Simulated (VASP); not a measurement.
# GaAs (F-43m) in VASP: a series of runs, part 2 of 2

VASP 6.6.1.

**3. Relaxation of cell and atoms, PBEsol, target pressure 20 GPa, at which the enthalpy is minimised**

This run uses another cell than the first one, of 22.65 Å³/atom.

File INCAR:

```
ALGO = Normal
EDIFF = 1E-7
EDIFFG = -0.001
ENCUT = 600
GGA = PS
IBRION = 2
ISIF = 3
ISMEAR = 0
LASPH = True
LCHARG = False
LREAL = False
LWAVE = False
NELM = 80
NSW = 80
PREC = Accurate
PSTRESS = 200.0
SIGMA = 0.01
```

File KPOINTS:

```
k-points
0
Gamma
  12 12 12
```

File POSCAR:

```
GaAs
1.0
    0.0000000000      2.8295586684      2.8295586684
    2.8295586684      0.0000000000      2.8295586684
    2.8295586684      2.8295586684      0.0000000000
Ga As
1 1
Direct
    0.0000000000      0.0000000000      0.0000000000
    0.7500000000      0.7500000000      0.7500000000
```

Potentials or basis: VASP PAW PBE potentials, release 64 (Ga_d, As).

Launch:

```
> cat potpaw_PBE.64/Ga_d/POTCAR potpaw_PBE.64/As/POTCAR > POTCAR
> mpirun -np 1 vasp_std > vasp.out
```

OUTCAR:

```text
EDIFF = 1E-7
   EDIFFG = -0.001
   ENCUT = 600
   GGA = PS
   IBRION = 2
   ISIF = 3
   ISMEAR = 0
   LASPH = True
   LREAL = False
   NELM = 80
   NSW = 80
   PREC = Accurate
   PSTRESS = 200.0

 ion  position               nearest neighbor table
   1  0.000  0.000  0.000-   2 2.45   2 2.45   2 2.45   2 2.45
   2  0.750  0.750  0.750-   1 2.45   1 2.45   1 2.45   1 2.45

  LATTYP: Found a face centered cubic cell.
 ALAT       =     5.6591173368

  Lattice vectors:

 A1 = (   0.0000000000,   2.8295586684,   2.8295586684)
 A2 = (   2.8295586684,   0.0000000000,   2.8295586684)
 A3 = (   2.8295586684,   2.8295586684,   0.0000000000)

Analysis of symmetry for initial positions (statically):
=====================================================================
 Subroutine PRICEL returns:
 Original cell was already a primitive cell.
[... 677 lines left out ...]

--------------------------------------- Ionic step        8  -------------------------------------------

 number of electron      17.9999999 magnetization

------------------------ aborting loop because EDIFF is reached ----------------------------------------
[... 71 lines left out ...]
--------------------------------------- Ionic step       10  -------------------------------------------

 number of electron      17.9999999 magnetization

 Free energy of the ion-electron system (eV)
  ---------------------------------------------------
  ext. energy  EPLUGINS =         0.00000000
  ---------------------------------------------------
  free energy    TOTEN  =        -8.68489460 eV

  energy without entropy =       -8.68489460  energy(sigma->0) =       -8.68489460

 E-fermi :   5.7996     XC(G=0): -10.6164

 val. band max:        5.7082982250   @ k =   0.0000   0.0000   0.0000
 cond. band min:       6.6506513517   @ k =   0.5000   0.5000   0.0000
 fundamental gap:      0.9423531267
 Fermi energy:         5.7996173600

 k-point     1 :       0.0000    0.0000    0.0000
  band No.  band energies     occupation
      1      -9.5311      2.00000
      2      -9.5311      2.00000
      3      -9.5311      2.00000
      4      -9.3937      2.00000
      5      -9.3937      2.00000
      6      -8.5350      2.00000
      7       5.7083      2.00000
      8       5.7083      2.00000
      9       5.7083      2.00000
     10       7.6087      0.00000
     11       9.4009      0.00000
     12       9.4009      0.00000
     13       9.4009      0.00000
[... 401 lines left out ...]
  energy  without entropy=       -8.6848946040  energy(sigma->0) =       -8.68489460

  enthalpy is  TOTEN    =        -3.9872632624 eV   P V=        4.6976313416

 reached required accuracy - stopping structural energy minimisation
```

OSZICAR:

```text
N       E                     dE             d eps       ncg     rms          rms(c)
DAV:   1     0.848069913441E+02    0.84807E+02   -0.98183E+03  1888   0.205E+03
[... 90 lines left out ...]
DAV:   1    -0.868477857559E+01    0.19688E-03   -0.35652E-06  2522   0.445E-02    0.303E-03
DAV:   2    -0.868477836023E+01    0.21536E-06   -0.39930E-07  1612   0.187E-02    0.134E-03
DAV:   3    -0.868477833601E+01    0.24221E-07   -0.56556E-08  1021   0.595E-03
   9 F= -.39872632E+01 E0= -.39872632E+01  d E =-.105201E-04
       N       E                     dE             d eps       ncg     rms          rms(c)
DAV:   1    -0.868489467706E+01   -0.11632E-03   -0.11917E-06  2412   0.248E-02    0.176E-03
DAV:   2    -0.868489460399E+01    0.73071E-07   -0.13409E-07   936   0.109E-02
  10 F= -.39872633E+01 E0= -.39872633E+01  d E =-.105403E-04
```

It took 3 min on 1 thread of Intel Xeon Platinum 8259CL at 2.50GHz (Skylake/Cascade Lake), shared host; peak memory 0.23 GiB.

Results:

* Free energy: -8.6849 eV
* Relaxed volume: 18.82 Å³/atom
* Relaxed cell: a = 3.761 Å, b = 3.761 Å, c = 3.761 Å, α = 60.00°, β = 60.00°, γ = 60.00°
* Space group after relaxing (to 0.1 Å): F-43m (No. 216)
* Energy change on relaxing (the run minimises the enthalpy): +203.8 meV/atom
* Ionic steps: 10
* Pressure after relaxing: 20.0 GPa
* Band gap on the k mesh: 0.94 eV (least direct gap 1.90 eV)

The path:
| step | energy change (eV) | largest force (eV/Å) | pressure (GPa) | volume (Å³) |
| --- | --- | --- | --- | --- |
| 1 | 0.0000 | 0.0000 | 0.13 | 45.31 |
| 2 | 2.7614 | 0.0000 | 81.58 | 29.27 |
| 3 | 0.3534 | 0.0000 | 18.24 | 38.09 |
| 4 | 0.3938 | 0.0000 | 19.54 | 37.74 |
| 5 | 0.4114 | 0.0000 | 20.11 | 37.60 |
| 6 | 0.4033 | 0.0000 | 19.86 | 37.67 |
| 7 | 0.4078 | 0.0000 | 20.01 | 37.63 |
| 8 | 0.4075 | 0.0000 | 19.99 | 37.63 |
| 9 | 0.4077 | 0.0000 | 20.02 | 37.63 |
| 10 | 0.4075 | 0.0000 | 20.00 | 37.63 |

Final structure:
```
CELL_PARAMETERS angstrom
0.00000 2.65976 2.65976
2.65976 0.00000 2.65976
2.65976 2.65976 0.00000
ATOMIC_POSITIONS crystal
Ga 0.00000 0.00000 0.00000
As 0.75000 0.75000 0.75000
```

Levels at points of the mesh, in eV from the valence-band top:
| k point | band 6 | band 7 | band 8 | band 9 | band 10 | band 11 | band 12 | band 13 |
| --- | --- | --- | --- | --- | --- | --- | --- | --- |
| (0.00, 0.00, 0.00) | -14.24 | 0.00 | 0.00 | 0.00 | 1.90 | 3.69 | 3.69 | 3.69 |
| (0.50, 0.00, 0.00) | -11.81 | -7.84 | -1.46 | -1.46 | 1.47 | 4.59 | 4.59 | 7.64 |
| (0.50, 0.50, 0.00) | -10.82 | -7.82 | -3.42 | -3.42 | 0.94 | 1.38 | 11.64 | 11.64 |

Caveat: the cell is relaxed towards a set pressure, so the run minimises the enthalpy, not the energy; the volume moved by over 15 % at a fixed basis, so the end points are rough; the PAW data sets were made with another functional, which shifts forces and pressure a little. A k mesh can miss the band edges.

**4. Single point, PBEsol**

This run uses another cell than the first one, of 23.78 Å³/atom.

File INCAR:

```
SYSTEM = GaAs
ALGO = Normal ; EDIFF = 1E-6
ENCUT = 520 ; GGA = PS
ISIF = 2 ; ISMEAR = 0
LASPH = .True. ; LCHARG = .False.
LREAL = .False. ; LWAVE = .False.
NBANDS = 16 ; NELM = 60
PREC = Accurate ; SIGMA = 0.01
```

File KPOINTS:

```
k-points
0
Gamma
  10 10 10
  0 0 0
```

File POSCAR:

```
GaAs
1.0
    0.0000000000      2.8757276588      2.8757276588
    2.8757276588      0.0000000000      2.8757276588
    2.8757276588      2.8757276588      0.0000000000
Ga As
1 1
Direct
    0.0000000000      0.0000000000      0.0000000000
    0.7500000000      0.7500000000      0.7500000000
```

Launch:

```
> cat potpaw_PBE.64/Ga_d/POTCAR potpaw_PBE.64/As/POTCAR > POTCAR
> mpirun -np 1 vasp_std > vasp.out
```

Run time: 52 s. Hardware: 1 thread of Intel Xeon 8259CL, shared host; peak memory 0.19 GiB.

It converged, with:

* Free energy: -9.0715 eV
* Pressure: -2.9 GPa
* Band gap on the k mesh: 0.08 eV

Levels at points of the mesh, in eV from the valence-band top:
| k point | band 5 | band 6 | band 7 | band 8 | band 9 | band 10 | band 11 | band 12 | band 13 | band 14 |
| --- | --- | --- | --- | --- | --- | --- | --- | --- | --- | --- |
| (0.00, 0.00, 0.00) | -14.62 | -12.39 | 0.00 | 0.00 | 0.00 | 0.08 | 3.68 | 3.68 | 3.68 | 7.23 |
| (0.50, 0.00, 0.00) | -14.62 | -10.77 | -6.41 | -1.07 | -1.07 | 0.79 | 4.56 | 4.56 | 7.53 | 9.89 |
| (0.50, 0.50, 0.00) | -14.61 | -10.09 | -6.62 | -2.52 | -2.52 | 1.44 | 1.60 | 9.72 | 9.72 | 10.42 |

Caveat: the PAW data sets were made with another functional, which shifts forces and pressure a little.

**5. Summary**

```tsv
task	cell	k mesh	cutoff (eV)	gap on the mesh (eV)	pressure (GPa)
single point	a = 3.759 Å, angles 60.0°, 2 atoms	12 × 12 × 12	520	0.94	20.3
relaxation of cell and atoms	relaxed to 20 GPa from a = 4.002 Å, angles 60.0°, 2 atoms	12 × 12 × 12	600	0.94	20.0
single point	a = 4.067 Å, angles 60.0°, 2 atoms	10 × 10 × 10	520	0.08	-2.9
```

Alike in all rows: level PBEsol; potentials or basis VASP PAW PBE potentials, release 64 (Ga_d, As); no spin polarisation; smearing gaussian 0.01 eV.

Caveats: the PAW data sets were made with another functional, which shifts forces and pressure a little; the cell stands under pressure (at least some runs); the cell is relaxed towards a set pressure, so the run minimises the enthalpy, not the energy (at least some runs); the volume moved by over 15 % at a fixed basis, so the end points are rough (at least some runs).

Total energies depend on the potentials used, so only differences within one code and one set of settings carry meaning.
